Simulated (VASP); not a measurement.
## Cu: single point with PBE

Crystal: Cu.

```
CELL_PARAMETERS angstrom
0.00000 1.81517 1.81517
1.81517 0.00000 1.81517
1.81517 1.81517 0.00000
ATOMIC_POSITIONS crystal
Cu 0.00000 0.00000 0.00000
```

- Program: VASP 6.6.1
- Task: single point
- Functional: PBE
- Potentials or basis: VASP PAW PBE potentials, release 64 (Cu)
- Cutoff: 520 eV
- k mesh: 16 × 16 × 16
- Occupations: gaussian, width 0.1 eV
- Spin: no spin polarisation
- Dipole correction: no
- Further INCAR settings: ALGO = Fast; EDIFF = 1e-06; NBANDS = 12

- Pressure: 0.6 GPa

Levels at points of the mesh, in eV from the Fermi level:
| k point | band 2 | band 3 | band 4 | band 5 | band 6 | band 7 | band 8 | band 9 | band 10 | band 11 |
| --- | --- | --- | --- | --- | --- | --- | --- | --- | --- | --- |
| (0.00, 0.00, 0.00) | -2.94 | -2.94 | -2.94 | -2.14 | -2.14 | 22.53 | 25.08 | 25.08 | 25.08 | 27.56 |
| (0.50, 0.00, 0.00) | -2.98 | -2.98 | -1.58 | -1.58 | -0.92 | 3.74 | 21.03 | 21.92 | 21.92 | 24.94 |
| (0.50, 0.50, 0.00) | -4.31 | -1.60 | -1.44 | -1.44 | 1.55 | 7.07 | 13.03 | 13.03 | 17.49 | 20.09 |

Wall time 18 s on 1 thread of Intel Xeon 6975P-C (shared host), peak memory 0.14 GiB.
